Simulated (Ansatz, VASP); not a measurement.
One calculation of Co, two programs

File POSCAR:

```
Co
1.0
    3.9389848706      0.0000000000      0.0000000000
   -1.9694924353      3.4112609630      0.0000000000
    0.0000000000      0.0000000000      2.4099015541
Co
3
Direct
    0.0000000000      0.0000000000      0.0000000000
    0.3333333333      0.6666666667      0.5000000000
    0.6666666667      0.3333333333      0.5000000000
```

The input INCAR.step1:

```
PREC = Accurate
ENCUT = 520
ISMEAR = -1
SIGMA = 0.05
LREAL = F
LASPH = T
NELM = 150
ISPIN = 2
MAGMOM = 1.847 1.93 1.93
LMAXMIX = 4
NBANDS = 24
GGA = PE
ALGO = Normal
EDIFF = 1E-4
LWAVE = T
LCHARG = F
```

INCAR.step2

```
PREC = Accurate
ENCUT = 520
EDIFF = 1E-7
ISMEAR = -1
SIGMA = 0.05
LREAL = F
LASPH = T
NELM = 150
ALGO = Normal
ISIF = 2
LWAVE = F
LCHARG = F
ISPIN = 2
MAGMOM = 1.847 1.93 1.93
LORBIT = 11
LMAXMIX = 4
METAGGA = R2SCAN
LMIXTAU = T
NBANDS = 24
ISTART = 1
```

File KPOINTS:

```
Automatic mesh
0
Gamma
  10 10 15
```

Input for Ansatz:

```yaml
crystal:
  lattice:
    - [3.9389848706, 0.0, 0.0]
    - [-1.9694924353, 3.411260963, 0.0]
    - [0.0, 0.0, 2.4099015541]
  atoms:
    - { symbol: Co, position: [0.0, 0.0, 0.0], spin: 1.847 }
    - { symbol: Co, position: [0.3333333333, 0.6666666667, 0.5], spin: 1.93 }
    - { symbol: Co, position: [0.6666666667, 0.3333333333, 0.5], spin: 1.93 }
hamiltonian:
  xc: r2scan
  pseudopotentials:
    kind: paw
    azcp:
      Co: "pseudopotentials/Co.paw.azcp"
basis:
  ecutwfc: 500
  fft_grid_basis: typed
kpoints:
  mp_grid: { grid: [10, 10, 15], shift: [0, 0, 0] }
magnetization:
  spin_polarized: true
scf:
  occupations: { method: fermi_dirac, width: 0.05 }
  lower_state_search: "off"
output:
  stress: true
  write_density: true
  write_potential: true
  elf: true
  volumetric_format: npy
```

Alike in both runs: task single point; functional r2SCAN; k mesh 10 × 10 × 15; occupations fermi-dirac, width 0.05 eV; collinear spin.

|  | VASP | Ansatz |
| --- | --- | --- |
| version | VASP 6.6.1 | Ansatz 0.2.0 |
| potentials or method | VASP PAW PBE potentials, release 64 (Co), cutoff 520 eV | plane waves (500 eV) with PAW, scalar-relativistic |
| valence electrons in the cell | 27 | 51 |

```tsv
	VASP	Ansatz	Ansatz less VASP
pressure (GPa)	-0.2	0.0	+0.20
traceless stress, the component that is largest in VASP (GPa)	-0.29	-0.40	-0.108
net moment per atom (μB)	1.76	1.77	+0.011
size of the moment on the site where the two differ most (μB)	1.76	1.85	+0.088
```

VASP's potentials were made for PBE, not for r2SCAN. Site moments also hang on the region over which each program counts them. VASP's potentials hold 27 valence electrons a cell and Ansatz's 51, so a difference there can come from the potentials and not from the codes. Ansatz's warnings: stability check not made.
